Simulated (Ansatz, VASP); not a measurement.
**NbCd3: VASP beside Ansatz**

```xyz
4
Lattice="4.3086 0.0000 0.0000 0.0000 4.3086 0.0000 0.0000 0.0000 4.3086" Properties=species:S:1:pos:R:3 pbc="T T T"
Nb    0.0000    0.0000    0.0000
Cd    0.0000    2.1543    2.1543
Cd    2.1543    0.0000    2.1543
Cd    2.1543    2.1543    0.0000
```

Alike in both runs: functional PBE; k mesh 8 × 8 × 8; occupations gaussian, width 0.1 eV; no spin polarisation.

Ansatz relaxed the structure, and its values are those at the end. VASP's run is a single point on that final structure, the one shown.

|  | VASP | Ansatz |
| --- | --- | --- |
| version | VASP 6.6.1 | Ansatz 0.2.0 |
| potentials or method | VASP PAW PBE potentials, release 64 (Nb_sv, Cd), cutoff 520 eV | scalar-relativistic, plane waves, PAW |
| valence electrons in the cell | 49 | 73 |

|  | VASP | Ansatz | Ansatz less VASP |
| --- | --- | --- | --- |
| gap on the k mesh at the Fermi level (eV) | none | none | - |
| pressure (GPa) | 0.3 | -0.1 | -0.37 |

A gap of «none» marks a metal or a gap that the smearing closes. VASP's potentials hold 49 valence electrons a cell and Ansatz's 73, so a difference there can come from the potentials and not from the codes.
